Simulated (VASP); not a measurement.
A run of VASP 6.6.1:

Contents of INCAR:

```
SYSTEM = Si
PREC = Accurate ; ENCUT = 520
EDIFF = 1E-6 ; ISMEAR = 0
SIGMA = 0.05 ; LREAL = .False.
LASPH = .True. ; NELM = 60
ALGO = Normal ; ISIF = 2
LWAVE = .False. ; LCHARG = .False.
NBANDS = 11
```

The input KPOINTS:

```
Automatic mesh
0
Gamma
  12 12 12
  0 0 0
```

Contents of POSCAR:

```
Si
1.0
    0.0000000000      2.5213466088      3.0246073919
    2.5213466088      0.0000000000      3.0246073919
    2.5213466088      2.5213466088      0.0000000000
Si
2
Direct
    0.5000000000      0.5000000000      0.5000000000
    0.7500000000      0.7500000000      0.7500000000
```

Potentials or basis: VASP PAW LDA potentials, release 64 (Si).

The run is started by

```bash
$ cat potpaw_LDA.64/Si/POTCAR > POTCAR
$ mpirun -np 1 vasp_std > vasp.out
```

Hardware: 1 thread of Intel(R) Xeon(R) Platinum 8375C CPU @ 2.90GHz (Ice Lake), on a shared host.

**Question.** Estimate the wall time of this run.

**Answer.** Wall time 47 s on 1 thread of Intel(R) Xeon(R) Platinum 8375C CPU @ 2.90GHz (Ice Lake) (shared host), peak memory 0.17 GiB. Counts: scf iterations 11, k points 163.
